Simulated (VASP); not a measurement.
## AlN: single point with PBE

AlN:

```xyz
4
Lattice="3.3121 0.0000 0.0000 -1.6561 2.8684 0.0000 0.0000 0.0000 4.1876" Properties=species:S:1:pos:R:3 pbc="T T T"
Al    0.0000    1.9123    3.1407
Al    1.6561    0.9561    1.0469
N     0.0000    1.9123    1.0469
N     1.6561    0.9561    3.1407
```

* Program: VASP 6.6.1
* Task: single point
* Functional: PBE
* Potentials or basis: VASP PAW PBE potentials, release 64 (Al, N)
* Cutoff: 520 eV
* k mesh: 18 × 18 × 10
* Occupations: gaussian, width 0.05 eV
* Spin: no spin polarisation
* Dipole correction: no
* Further INCAR settings: ALGO = Normal; EDIFF = 1e-06; NBANDS = 16

```yaml
Pressure: 0.0 GPa
Band_gap_on_the_k_mesh: 3.27 eV, direct
```

Levels at points of the mesh, in eV from the valence-band top:
```tsv
k point	band 5	band 6	band 7	band 8	band 9	band 10	band 11	band 12
(0.00, 0.00, 0.00)	-3.27	-1.61	-1.61	0.00	3.27	4.40	8.24	8.24
(0.50, 0.00, 0.00)	-4.48	-4.31	-2.88	-1.46	3.88	7.08	7.21	9.21
(0.00, 0.00, 0.50)	-2.48	-2.48	-2.48	-2.48	5.66	5.66	8.43	8.43
(0.50, 0.00, 0.50)	-3.24	-3.24	-1.73	-1.73	5.07	5.07	9.25	9.25
```

Run time: 3.8 min on 1 thread of AMD EPYC 7R13, on a shared host, peak memory 0.22 GiB.

A k mesh can miss the band edges.
